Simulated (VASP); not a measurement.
Set up this calculation in VASP 6.6.1, as the native input.

```yaml
Task: relaxation of cell and atoms
Functional: LDA
Potentials_or_basis: VASP PAW LDA potentials, release 64 (Zn, Se)
Cutoff: 600 eV
k_mesh: 8 × 8 × 8
Occupations: gaussian, width 0.02 eV
Spin: no spin polarisation
Dipole_correction: no
Further_INCAR_settings: ALGO = Normal; EDIFF = 1e-07; IBRION = 2; EDIFFG = -0.005; NSW = 100; ISIF = 3
```

The structure of ZnSe lies in POSCAR:

```
ZnSe
1.0
    0.0000000000      2.8338000000      2.8338000000
    2.8338000000      0.0000000000      2.8338000000
    2.8338000000      2.8338000000      0.0000000000
Zn Se
1 1
Direct
    0.0000000000      0.0000000000      0.0000000000
    0.7500000000      0.7500000000      0.7500000000
```

One way to write it, as run:

INCAR

```
PREC = Accurate ; ENCUT = 600
EDIFF = 1E-7 ; ISMEAR = 0
SIGMA = 0.02 ; LREAL = False
LASPH = True ; NELM = 80
ALGO = Normal ; ISIF = 3
LWAVE = False ; LCHARG = False
GGA = CA ; IBRION = 2
NSW = 100 ; EDIFFG = -0.005
```

KPOINTS

```
Automatic mesh
0
Gamma
  8 8 8
```

Potentials or basis: VASP PAW LDA potentials, release 64 (Zn, Se).

The run is started by

```sh
$ cat potpaw_LDA.64/Zn/POTCAR potpaw_LDA.64/Se/POTCAR > POTCAR
$ mpirun -np 1 vasp_std > vasp.out
```

Results of the run:

```yaml
Relaxed_volume: 21.67 Å³/atom
Relaxed_cell: a = 3.943 Å, b = 3.943 Å, c = 3.943 Å, α = 60.00°, β = 60.00°, γ = 60.00°
Space_group_after_relaxing_to_0.05_Å: F-43m (No. 216)
Energy_gained_by_relaxing: 11.0 meV/atom
Ionic_steps: 3
Pressure_after_relaxing: 0.0 GPa
Band_gap_on_the_k_mesh: 1.27 eV, direct
```

Wall time 43 s on 1 thread of AMD EPYC 7R43 64-Core Processor (Zen 3) (shared host), peak memory 0.14 GiB.
